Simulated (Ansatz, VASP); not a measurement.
## Ag4O3 in VASP and in Ansatz

```
CELL_PARAMETERS angstrom
4.77922 0.00000 0.00000
0.00000 4.77922 0.00000
0.00000 0.00000 4.77922
ATOMIC_POSITIONS crystal
Ag 0.71273 0.71273 0.71273
Ag 0.28727 0.28727 0.71273
Ag 0.28727 0.71273 0.28727
Ag 0.71273 0.28727 0.28727
O 0.00000 0.00000 0.50000
O 0.50000 0.00000 0.00000
O 0.00000 0.50000 0.00000
```

Change from the starting cell: species swapped into the Ge3As4 type (P-43m, No. 215).

Alike in both runs: functional PBE; k mesh 8 × 8 × 8; occupations gaussian, width 0.1 eV; no spin polarisation.

Ansatz relaxed the structure, and its values are those at the end. VASP's run is a single point on that final structure, the one shown.

|  | VASP | Ansatz |
| --- | --- | --- |
| version | VASP 6.6.1 | Ansatz 0.2.0 |
| potentials or method | VASP PAW PBE potentials, release 64 (Ag, O), cutoff 520 eV | scalar-relativistic, plane waves, PAW |
| valence electrons in the cell | 62 | 94 |

VASP gave:

| Property | Result |
| --- | --- |
| gap on the k mesh at the Fermi level (eV) | none |
| pressure (GPa) | 0.0 |
| rms of the force components (eV/Å) | 0.004 |

Question: What did Ansatz give for the same quantities?

Answer: gap on the k mesh at the Fermi level (eV): none; pressure (GPa): 0.0; rms of the force components (eV/Å): 0.000.

A gap of «none» marks a metal or a gap that the smearing closes. VASP's potentials hold 62 valence electrons a cell and Ansatz's 94, so a difference there can come from the potentials and not from the codes.
